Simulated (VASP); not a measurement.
The system is Zn3SeS2.

```
Zn Se S
1.0
    -1.91644    1.91644    8.13076
     1.91644   -1.91644    8.13076
     1.91644    1.91644   -8.13076
Zn Se S
3 1 2
Direct
  0.58333 0.08333 0.50000
  0.25000 0.75000 0.50000
  0.91667 0.41667 0.50000
  0.50000 0.50000 0.00000
  0.83333 0.83333 0.00000
  0.16667 0.16667 0.00000
```

```yaml
Program: VASP 6.6.1
Task: relaxation of cell and atoms
Functional: PBE
Potentials_or_basis: VASP PAW PBE potentials, release 64 (Zn, Se, S)
Cutoff: 600 eV
k_mesh: 6 × 6 × 6
Occupations: gaussian, width 0.1 eV
Spin: no spin polarisation
```

At the start: pressure 5.5 GPa; volume 19.91 Å³/atom.

Q: Where does the relaxation end?

A: Over 7 steps the energy falls by 36.8 meV/atom and the volume is 21.34 Å³/atom (+7.2 %); space group I-4m2 (No. 119, to 0.05 Å).

Step by step:
```csv
step,energy change (eV),largest force (eV/Å),pressure (GPa),volume (Å³)
1,0.0000,0.8946,5.45,119.45
2,-0.1737,0.3177,-1.63,131.55
3,-0.1835,0.4138,-0.51,129.08
4,-0.2025,0.2510,-0.27,128.53
5,-0.2170,0.1856,0.19,127.47
6,-0.2204,0.0487,-0.08,127.93
7,-0.2206,0.0196,-0.12,128.03
```

Final structure:
```
Zn Se S
1.0
    -1.96190    1.96190    8.31580
     1.96190   -1.96190    8.31580
     1.96190    1.96190   -8.31580
Zn Se S
3 1 2
Cartesian
  0.0000 1.9619 1.4869
  1.9619 0.0000 4.1579
  0.0000 1.9619 6.8289
  0.0000 0.0000 8.3158
  0.0000 0.0000 13.8110
  0.0000 0.0000 2.8206
```
